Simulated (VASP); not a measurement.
# ZnAu (P4/mmm) in VASP: further runs

The runs below take ZnAu through single point, with PBEsol.

Program: VASP 6.6.1. These are calculated values, not measurements. Logs are shortened: lines on timing, memory, paths and dates and some standing lists are left out, and cuts for length are marked.

## Step 1: The cell of the first run

Symmetry: P4/mmm, No. 123, tetragonal system. Conventional cell: a = 3.190 Å, b = 3.190 Å, c = 3.063 Å, α = 90.00°, β = 90.00°, γ = 90.00°. Within 3.6 Å of Zn (site symmetry 4/mmm) lie 8 Au at 2.73 Å and 6 Zn at 3.06 to 3.19 Å. Au (site symmetry 4/mmm) has 8 Zn at 2.73 Å and 6 Au at 3.06 to 3.19 Å within 3.6 Å.

## Step 2: Single point, PBEsol

INCAR reads:

```
SYSTEM = ZnAu
  ALGO = Fast
  EDIFF = 1E-6
  ENCUT = 520
  GGA = PS
  ISIF = 2
  ISMEAR = 0
  LASPH = .TRUE.
  LCHARG = .FALSE.
  LREAL = .FALSE.
  LWAVE = .FALSE.
  NBANDS = 18
  NELM = 60
  PREC = Accurate
  SIGMA = 0.15
```

KPOINTS reads:

```
k-points
0
G
  16 16 16
  0 0 0
```

POSCAR reads:

```
ZnAu
1.0
    3.1901149467      0.0000000000      0.0000000000
    0.0000000000      3.1901149467      0.0000000000
    0.0000000000      0.0000000000      3.0625103488
Zn Au
1 1
Direct
    0.5000000000      0.5000000000      0.5000000000
    0.0000000000      0.0000000000      0.0000000000
```

Potentials or basis: VASP PAW PBE potentials, release 64 (Zn, Au).

Command:

```bash
> cat potpaw_PBE.64/Zn/POTCAR potpaw_PBE.64/Au/POTCAR > POTCAR
> mpirun -np 1 vasp_std > vasp.out
```

OUTCAR:

```text
SYSTEM = ZnAu
   EDIFF = 1E-6
   ENCUT = 520
   GGA = PS
   ISIF = 2
   ISMEAR = 0
   LASPH = .TRUE.
   LREAL = .FALSE.
   NELM = 60
   PREC = Accurate

 ion  position               nearest neighbor table
   1  0.500  0.500  0.500-   2 2.73   2 2.73   2 2.73   2 2.73   2 2.73   2 2.73   2 2.73   2 2.73

   2  0.000  0.000  0.000-   1 2.73   1 2.73   1 2.73   1 2.73   1 2.73   1 2.73   1 2.73   1 2.73

  LATTYP: Found a simple tetragonal cell.
 ALAT       =     3.1901149467
 C/A-ratio  =     0.9600000000

  Lattice vectors:

 A1 = (   3.1901149467,   0.0000000000,   0.0000000000)
 A2 = (   0.0000000000,   3.1901149467,   0.0000000000)
 A3 = (   0.0000000000,   0.0000000000,   3.0625103488)

Analysis of symmetry for initial positions (statically):
=====================================================================
 Subroutine PRICEL returns:
 Original cell was already a primitive cell.

 Routine SETGRP: Setting up the symmetry group for a
 simple tetragonal supercell.

 Subroutine GETGRP returns: Found 16 space group operations
 (whereof 16 operations were pure point group operations)
 out of a pool of 16 trial point group operations.

The static configuration has the point symmetry D_4h.

Analysis of symmetry for dynamics (positions and initial velocities):
=====================================================================
 Subroutine PRICEL returns:
 Original cell was already a primitive cell.

 Routine SETGRP: Setting up the symmetry group for a
 simple tetragonal supercell.

 Subroutine GETGRP returns: Found 16 space group operations
 (whereof 16 operations were pure point group operations)
 out of a pool of 16 trial point group operations.

The dynamic configuration has the point symmetry D_4h.

 Subroutine INISYM returns: Found 16 space group operations
 (whereof 16 operations are pure point group operations),
 and found     1 'primitive' translations

----------------------------------------------------------------------------------------

                                     Primitive cell

  volume of cell :      31.1667

  direct lattice vectors                    reciprocal lattice vectors
     3.190114947  0.000000000  0.000000000     0.313468328  0.000000000  0.000000000
     0.000000000  3.190114947  0.000000000     0.000000000  0.313468328  0.000000000
     0.000000000  0.000000000  3.062510349     0.000000000  0.000000000  0.326529509

  length of vectors
     3.190114947  3.190114947  3.062510349     0.313468328  0.313468328  0.326529509

  position of ions in fractional coordinates (direct lattice)
     0.500000000  0.500000000  0.500000000
     0.000000000  0.000000000  0.000000000

  ion indices of the primitive-cell ions
   primitive index   ion index
                 1           1
                 2           2

----------------------------------------------------------------------------------------

 KPOINTS: k-points

Automatic generation of k-mesh.
 Grid dimensions read from file:
 generate k-points for:   16   16   16

 Generating k-lattice:

  Cartesian coordinates                     Fractional coordinates (reciprocal lattice)
     0.019591771  0.000000000  0.000000000     0.062500000  0.000000000  0.000000000
     0.000000000  0.019591771  0.000000000     0.000000000  0.062500000  0.000000000
     0.000000000  0.000000000  0.020408094     0.000000000  0.000000000  0.062500000

  Length of vectors
     0.019591771  0.019591771  0.020408094

  Shift w.r.t. Gamma in fractional coordinates (k-lattice)
     0.000000000  0.000000000  0.000000000

 Subroutine IBZKPT returns following result:
 ===========================================

 Found    405 irreducible k-points:

 Following reciprocal coordinates:
            Coordinates               Weight
  0.000000  0.000000  0.000000      1.000000
  0.062500  0.000000  0.000000      4.000000
  0.125000  0.000000  0.000000      4.000000
  0.187500  0.000000  0.000000      4.000000
  0.250000  0.000000  0.000000      4.000000
  0.312500  0.000000  0.000000      4.000000
[... 16 lines left out ...]
  0.437500  0.125000  0.000000      8.000000
  0.500000  0.125000  0.000000      4.000000
 [... further k-points ...]
   k-points           NKPTS =    405   k-points in BZ     NKDIM =    405   number of bands    NBANDS=     18
   number of dos      NEDOS =    301   number of ions     NIONS =      2
   total plane-waves  NPLWV =  13824
   dimension x,y,z NGX =    24 NGY =   24 NGZ =   24
   dimension x,y,z NGXF=    48 NGYF=   48 NGZF=   48
   ions per type =               1   1
   NGX,Y,Z   is equivalent  to a cutoff of  12.51, 12.51, 13.03 a.u.
   NGXF,Y,Z  is equivalent  to a cutoff of  25.01, 25.01, 26.06 a.u.
 SYSTEM =  ZnAu
   PREC   = accura    normal or accurate (medium, high low for compatibility)
   ISTART =      0    job   : 0-new  1-cont  2-samecut
   ICHARG =      2    charge: 1-file 2-atom 10-const
   ISPIN  =      1    spin polarized calculation?
   LNONCOLLINEAR =      F non collinear calculations
   LSORBIT =      F    spin-orbit coupling
   LASPH  =      T    aspherical Exc in radial PAW
   ENCUT  =  520.0 eV  38.22 Ry    6.18 a.u.   5.93  5.93  5.69*2*pi/ulx,y,z
   NELM   =     60;   NELMIN=  2; NELMDL= -5     # of ELM steps
   EDIFF  = 0.1E-05   stopping-criterion for ELM
   LREAL  =      F    real-space projection
   EDIFFG = 0.1E-04   stopping-criterion for IOM
   NSW    =      0    number of steps for IOM
   IBRION =     -1    ionic relax: 0-MD 1-quasi-New 2-CG
   NFREE  =      0    steps in history (QN), initial steepest desc. (CG)
   ISIF   =      2    stress and relaxation
   ISYM   =      2    0-nonsym 1-usesym 2-fastsym
   POTIM  = 0.5000    time-step for ionic-motion
   TEBEG  =    0.0;   TEEND  =   0.0 temperature during run
   PSTRESS=    0.0 pullay stress
   NELECT =      23.0000    total number of electrons
   NUPDOWN=      -1.0000    fix difference up-down
   EMIN   =  10.00;   EMAX   =-10.00  energy-range for DOS
   EFERMI =   0.00;   METHOD = LEGACY
   ISMEAR =     0;   SIGMA  =   0.15  broadening in eV -4-tet -1-fermi 0-gaus
   EFERMI_NEDOS =   21; number of points for ismear=-14 and -15
   IALGO  =     68    algorithm
   IMIX   =      4    mixing-type and parameters
     AMIX     =   0.40;   BMIX     =  1.00
     AMIX_MAG =   1.60;   BMIX_MAG =  1.00
  volume/ion in A,a.u.               =      15.58       105.16
  Fermi-wavevector in a.u.,A,eV,Ry     =   1.479406  2.795672 29.778283  2.188642
  Thomas-Fermi vector in A             =   2.593568
   LORBIT       =      0    0 simple, 1 ext, 2 COOP (PROOUT), +10 PAW based schemes
   GGA     = PS    functional components
   LHFCALC =     F    Hartree Fock is set to
   AEXX    =    0.0000 exact exchange contribution
   IVDW    =     0    specifies the selected vdW correction
   LEPSILON=     F    determine dielectric tensor
   LRPA    =     F    only Hartree local field effects (RPA)
 non-spin polarized calculation
 RMM-DIIS sequential band-by-band and
 Gauss-broadening in eV      SIGMA  =   0.15
  energy-cutoff  :      520.00
  volume of cell :       31.17
 maximum number of plane-waves:       864
 NGX is ok and might be reduce to    24

 number of electron      23.0000020 magnetization

 Free energy of the ion-electron system (eV)
  ---------------------------------------------------
  ext. energy  EPLUGINS =         0.00000000
  ---------------------------------------------------
  free energy    TOTEN  =        -5.95225945 eV

  energy without entropy =       -5.94668473  energy(sigma->0) =       -5.94947209

 E-fermi :   6.8868     XC(G=0): -12.5349

 val. band max:        6.8840888597   @ k =   0.3750   0.1250   0.3125
 cond. band min:       6.8880245922   @ k =   0.1875   0.1875   0.3750
 fundamental gap:      0.0039357325
 Fermi energy:         6.8868153905

 k-point     1 :       0.0000    0.0000    0.0000
  band No.  band energies     occupation
      1      -3.7517      2.00000
      2      -1.1906      2.00000
      3      -1.1873      2.00000
      4      -0.5332      2.00000
      5      -0.4600      2.00000
      6      -0.4600      2.00000
[... 10 lines left out ...]
     17      19.4195      0.00000
     18      24.9095      0.00000

 k-point     2 :       0.0625    0.0000    0.0000
  band No.  band energies     occupation
      1      -3.6841      2.00000
      2      -1.1732      2.00000
      3      -1.1697      2.00000
      4      -0.5329      2.00000
      5      -0.4603      2.00000
      6      -0.4546      2.00000
[... 10 lines left out ...]
     17      19.4114      0.00000
     18      24.8609      0.00000

 k-point     3 :       0.1250    0.0000    0.0000
  band No.  band energies     occupation
      1      -3.4834      2.00000
      2      -1.1295      2.00000
      3      -1.1130      2.00000
      4      -0.5317      2.00000
      5      -0.4612      2.00000
      6      -0.4393      2.00000
[... 10 lines left out ...]
     17      20.0025      0.00000
     18      24.6064      0.00000

 k-point     4 :       0.1875    0.0000    0.0000
  band No.  band energies     occupation
      1      -3.1564      2.00000
      2      -1.0620      2.00000
      3      -1.0281      2.00000
      4      -0.5289      2.00000
      5      -0.4618      2.00000
      6      -0.4160      2.00000
[... 375 lines left out ...]
      4      -0.5144      2.00000
      5      -0.3735      2.00000
      6      -0.3733      2.00000
[... 10 lines left out ...]
     17      20.1242      0.00000
     18      21.3302      0.00000

 k-point    23 :       0.4375    0.1250    0.0000
  band No.  band energies     occupation
      1      -1.1223      2.00000
      2      -0.8374      2.00000
      3      -0.6562      2.00000
      4      -0.5037      2.00000
      5      -0.3843      2.00000
      6      -0.1843      2.00000
[... 10 lines left out ...]
     17      20.0959      0.00000
     18      20.4870      0.00000

 k-point    24 :       0.5000    0.1250    0.0000
  band No.  band energies     occupation
      1      -0.9399      2.00000
      2      -0.8830      2.00000
      3      -0.6479      2.00000
      4      -0.4983      2.00000
      5      -0.3901      2.00000
      6      -0.0403      2.00000
[... 10 lines left out ...]
     17      19.1803      0.00000
     18      20.7736      0.00000

 [... further k-points ...]
[... 5 lines left out ...]
  --------------------------------------------------------------------------------------
  -------------------------------------------------------------------------------------
  Total       -0.4519593     -0.4519593     -0.3889198      0.0000000     -0.0000000      0.0000000
  in kB      -23.2337701    -23.2337701    -19.9931131      0.0000000     -0.0000000      0.0000000
  external PRESSURE =     -22.1535511 kB  Pullay stress =       0.0000000 kB

 VOLUME and BASIS-vectors are now :
 -----------------------------------------------------------------------------
  energy-cutoff  :      520.00
  volume of cell :       31.17
      direct lattice vectors                 reciprocal lattice vectors
     3.190114947  0.000000000  0.000000000     0.313468328  0.000000000  0.000000000
     0.000000000  3.190114947  0.000000000     0.000000000  0.313468328  0.000000000
     0.000000000  0.000000000  3.062510349     0.000000000  0.000000000  0.326529509

 POSITION                                       TOTAL-FORCE (eV/Angst)
 -----------------------------------------------------------------------------------
      1.59506      1.59506      1.53126         0.000000      0.000000      0.000000
      0.00000      0.00000      0.00000         0.000000      0.000000      0.000000
 -----------------------------------------------------------------------------------
    total drift:                                0.000000      0.000000     -0.000000

  FREE ENERGIE OF THE ION-ELECTRON SYSTEM (eV)
  ---------------------------------------------------
  free  energy   TOTEN  =        -5.9522594518 eV

  energy  without entropy=       -5.9466847299  energy(sigma->0) =       -5.94947209
```

Wall time 2.6 min (1 thread of AMD EPYC 9R45 (Zen 5), shared host); peak memory 0.3 GiB.

What came out:

```
Free energy : -5.9523 eV
Pressure    : -2.2 GPa
```

Caveat: the PAW data sets were made with another functional, which shifts forces and pressure a little; spin-orbit coupling is left out, which moves the levels of the heavy elements.

## Step 3: Single point, PBEsol

This run uses another cell than the first one, of the same volume but with other edges.

INCAR reads:

```
PREC     = Accurate       # precision mode
ENCUT    = 520            # plane-wave cutoff, eV
EDIFF    = 1E-6           # SCF threshold, eV
ISMEAR   = 0              # smearing method
SIGMA    = 0.15           # smearing width, eV
LREAL    = F              # projectors in reciprocal space
LASPH    = T              # aspherical terms in the spheres
NELM     = 60             # most SCF steps
ALGO     = Fast           # electronic algorithm
ISIF     = 2              # what is computed and relaxed
LWAVE    = F              # write WAVECAR
LCHARG   = T              # write CHGCAR
GGA      = PS             # functional
LELF     = T              # ELF
LVHAR    = T            
NBANDS   = 18             # bands
```

KPOINTS reads:

```
Automatic mesh
0
Gamma
  16 16 16
```

POSCAR reads:

```
ZnAu
1.0
    3.0962330580      0.0000000000      0.0000000000
    0.0000000000      3.0962330580      0.0000000000
    0.0000000000      0.0000000000      3.2510447109
Zn Au
1 1
Direct
    0.5000000000      0.5000000000      0.5000000000
    0.0000000000      0.0000000000      0.0000000000
```

Potentials or basis: VASP PAW PBE potentials, release 64 (Zn, Au).

Command:

```bash
> cat potpaw_PBE.64/Zn/POTCAR potpaw_PBE.64/Au/POTCAR > POTCAR
> mpirun -np 1 vasp_std > vasp.out
```

OUTCAR:

```text
PREC = Accurate
   ENCUT = 520
   EDIFF = 1E-6
   ISMEAR = 0
   LREAL = F
   LASPH = T
   NELM = 60
   ISIF = 2
   GGA = PS

 ion  position               nearest neighbor table
   1  0.500  0.500  0.500-   2 2.73   2 2.73   2 2.73   2 2.73   2 2.73   2 2.73   2 2.73   2 2.73

   2  0.000  0.000  0.000-   1 2.73   1 2.73   1 2.73   1 2.73   1 2.73   1 2.73   1 2.73   1 2.73

  LATTYP: Found a simple tetragonal cell.
 ALAT       =     3.0962330580
 C/A-ratio  =     1.0500000000

  Lattice vectors:

 A1 = (   3.0962330580,   0.0000000000,   0.0000000000)
 A2 = (   0.0000000000,   3.0962330580,   0.0000000000)
 A3 = (   0.0000000000,   0.0000000000,   3.2510447109)

Analysis of symmetry for initial positions (statically):
=====================================================================
 Subroutine PRICEL returns:
 Original cell was already a primitive cell.

 Routine SETGRP: Setting up the symmetry group for a
 simple tetragonal supercell.

 Subroutine GETGRP returns: Found 16 space group operations
[... 162 lines left out ...]
  ---------------------------------------------------
  free energy    TOTEN  =        -5.95156915 eV

  energy without entropy =       -5.94642681  energy(sigma->0) =       -5.94899798

 E-fermi :   6.8906     XC(G=0): -12.5349

 val. band max:        6.8847957517   @ k =   0.1875   0.1250   0.3125
 cond. band min:       6.8921936410   @ k =   0.4375   0.3750   0.1875
 fundamental gap:      0.0073978893
 Fermi energy:         6.8906288128

 k-point     1 :       0.0000    0.0000    0.0000
  band No.  band energies     occupation
      1      -3.7517      2.00000
      2      -1.1960      2.00000
      3      -1.1827      2.00000
      4      -0.5100      2.00000
      5      -0.5100      2.00000
      6      -0.4316      2.00000
[... 481 lines left out ...]
      5      -0.4421      2.00000
      6       0.0677      2.00000
[... 10 lines left out ...]
     17      17.6580      0.00000
     18      20.6254      0.00000

 [... further k-points ...]

------------------------ aborting loop because EDIFF is reached ----------------------------------------

  FORCE on cell =-STRESS in cart. coord.  units (eV):
  Direction    XX          YY          ZZ          XY          YZ          ZX
  --------------------------------------------------------------------------------------
  -------------------------------------------------------------------------------------
  Total       -0.3905384     -0.3905384     -0.5237588      0.0000000      0.0000000      0.0000000
  in kB      -20.0763184    -20.0763184    -26.9247519      0.0000000      0.0000000      0.0000000
  external PRESSURE =     -22.3591296 kB  Pullay stress =       0.0000000 kB

 VOLUME and BASIS-vectors are now :
 -----------------------------------------------------------------------------
  energy-cutoff  :      520.00
  volume of cell :       31.17
      direct lattice vectors                 reciprocal lattice vectors
     3.096233058  0.000000000  0.000000000     0.322973104  0.000000000  0.000000000
     0.000000000  3.096233058  0.000000000     0.000000000  0.322973104  0.000000000
     0.000000000  0.000000000  3.251044711     0.000000000  0.000000000  0.307593432

 POSITION                                       TOTAL-FORCE (eV/Angst)
 -----------------------------------------------------------------------------------
      1.54812      1.54812      1.62552         0.000000      0.000000      0.000000
      0.00000      0.00000      0.00000         0.000000      0.000000      0.000000
 -----------------------------------------------------------------------------------
    total drift:                                0.000000      0.000000     -0.000000

  FREE ENERGIE OF THE ION-ELECTRON SYSTEM (eV)
  ---------------------------------------------------
  free  energy   TOTEN  =        -5.9515691545 eV

  energy  without entropy=       -5.9464268079  energy(sigma->0) =       -5.94899798
```

Wall time 3 min (1 thread of AMD EPYC 9R45 (Zen 5), shared host); peak memory 0.3 GiB.

What came out:

```
Free energy : -5.9516 eV
Pressure    : -2.2 GPa
```

Levels at points of the mesh, in eV from the Fermi level:
```
           k point  band 8  band 9  band 10  band 11  band 12  band 13  band 14  band 15  band 16  band 17
(0.00, 0.00, 0.00)   -5.32   -3.73    -3.73    -3.63     4.03     5.47     5.47     8.64    12.04    12.45
(0.50, 0.00, 0.00)   -5.30   -5.11    -4.81    -3.90    -2.13    10.00    10.31    10.64    11.62    11.70
(0.50, 0.50, 0.00)   -4.13   -4.13    -2.98    -1.81    -1.81     1.23     2.75     9.72    12.08    12.08
(0.00, 0.00, 0.50)   -5.72   -4.76    -4.76    -3.77    -2.77    10.63    11.31    11.31    11.36    11.36
(0.50, 0.00, 0.50)   -4.06   -3.96    -3.19    -2.13    -2.04     0.68     2.39    10.77    12.99    13.02
(0.50, 0.50, 0.50)   -6.38   -3.19    -2.94     1.42     3.61     3.69     3.69     3.86     5.71     5.71
```

Caveat: the PAW data sets were made with another functional, which shifts forces and pressure a little; spin-orbit coupling is left out, which moves the levels of the heavy elements.
